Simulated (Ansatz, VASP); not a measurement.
**One calculation of PtS2, two programs**

```
CELL_PARAMETERS angstrom
3.58331 0.00000 0.00000
-1.79165 3.10324 0.00000
0.00000 0.00000 4.66228
ATOMIC_POSITIONS crystal
Pt 0.00000 0.00000 0.00000
S 0.33333 0.66667 0.25875
S 0.66667 0.33333 0.74125
```

Alike in both runs: functional PBE; dispersion D3(BJ); k mesh 12 × 12 × 8; occupations gaussian, width 0.02 eV; no spin polarisation.

Ansatz relaxed the structure, and its values are those at the end. VASP's run is a single point on that final structure, the one shown.

|  | VASP | Ansatz |
| --- | --- | --- |
| version | VASP 6.6.1 | Ansatz 0.2.0 |
| potentials or method | VASP PAW PBE potentials, release 64 (Pt, S), cutoff 520 eV | scalar-relativistic, plane waves, PAW |
| valence electrons in the cell | 22 | 30 |

```csv
,VASP,Ansatz,Ansatz less VASP
gap on the k mesh at the Fermi level (eV),0.07,0.06,-0.011
least direct gap on the mesh (eV),0.69,0.69,-0.006
pressure (GPa),-0.5,0.0,+0.45
rms of the force components (eV/Å),0.020,0.002,-0.0189
```

VASP's potentials hold 22 valence electrons a cell and Ansatz's 30, so a difference there can come from the potentials and not from the codes.

Neither program's run includes spin-orbit coupling.
